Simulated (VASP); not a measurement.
A run of VASP 6.6.1 is set up as follows.

File POSCAR:

```
BaTiO3
1.0
    2.9787423618      1.7197777044      2.2629687754
   -2.9787423618      1.7197777044      2.2629687754
    0.0000000000     -3.4395554088      2.2629687754
Ba Ti O
1 1 3
Direct
    0.9999656897      0.9999656897      0.9999656897
    0.5077048750      0.5077048750      0.5077048750
    0.4922539385      0.4922539385      0.9865215584
    0.4922539385      0.9865215584      0.4922539385
    0.9865215584      0.4922539385      0.4922539385
```

INCAR.step1

```
SYSTEM = BaTiO3
ALGO = Normal
EDIFF = 1E-4
ENCUT = 520
GGA = PE
ISMEAR = 0
LASPH = .TRUE.
LCHARG = .FALSE.
LDAU = .TRUE.
LDAUJ = 0 0 0
LDAUL = -1 2 -1
LDAUTYPE = 2
LDAUU = 0 4 0
LMAXMIX = 4
LREAL = .FALSE.
LWAVE = .TRUE.
NBANDS = 28
NELM = 150
PREC = Accurate
SIGMA = 0.05
```

File INCAR.step2:

```
SYSTEM = BaTiO3
ALGO = Normal
EDIFF = 1E-7
ENCUT = 520
ISIF = 2
ISMEAR = 0
ISTART = 1
LASPH = .TRUE.
LCHARG = .TRUE.
LDAU = .TRUE.
LDAUJ = 0 0 0
LDAUL = -1 2 -1
LDAUPRINT = 1
LDAUTYPE = 2
LDAUU = 0 4 0
LELF = .TRUE.
LMAXMIX = 4
LMIXTAU = .TRUE.
LREAL = .FALSE.
LVHAR = .TRUE.
LWAVE = .FALSE.
METAGGA = R2SCAN
NBANDS = 28
NELM = 150
PREC = Accurate
SIGMA = 0.05
```

Contents of KPOINTS:

```
k-points
0
G
  6 6 6
  0 0 0
```

Potentials or basis: VASP PAW PBE potentials, release 64 (Ba_sv, Ti_sv, O).

The run is started by

```bash
$ cat potpaw_PBE.64/Ba_sv/POTCAR potpaw_PBE.64/Ti_sv/POTCAR potpaw_PBE.64/O/POTCAR > POTCAR
$ cp INCAR.step1 INCAR
$ mpirun -np 1 vasp_std > vasp.out
$ cp INCAR.step2 INCAR
$ mpirun -np 1 vasp_std > vasp.out
```

**Question.** What does it give for the band gap on the k mesh?

**Answer.** 2.40 eV (least direct gap 2.61 eV).

**Question.** Predict the pressure.

**Answer.** -7.8 GPa.

**Question.** Predict the largest force.

**Answer.** 0.154 eV/Å.

Eigenvalues of the final occupation matrices:
| site | spin | trace | eigenvalues |
| --- | --- | --- | --- |
| site 2 d | 1 | 0.73 | 0.10 0.10 0.10 0.22 0.22 |
| site 2 d | 2 | 0.73 | 0.10 0.10 0.10 0.22 0.22 |

Caveat: the cell differs from its parent crystal (strain +0.050 along x and y, -0.025 along z); the stress differs along the axes, from -13 to 4 GPa; the PAW data sets were made with another functional, which shifts forces and pressure a little; spin-orbit coupling is left out, which moves the levels of the heavy elements. A k mesh can miss the band edges.
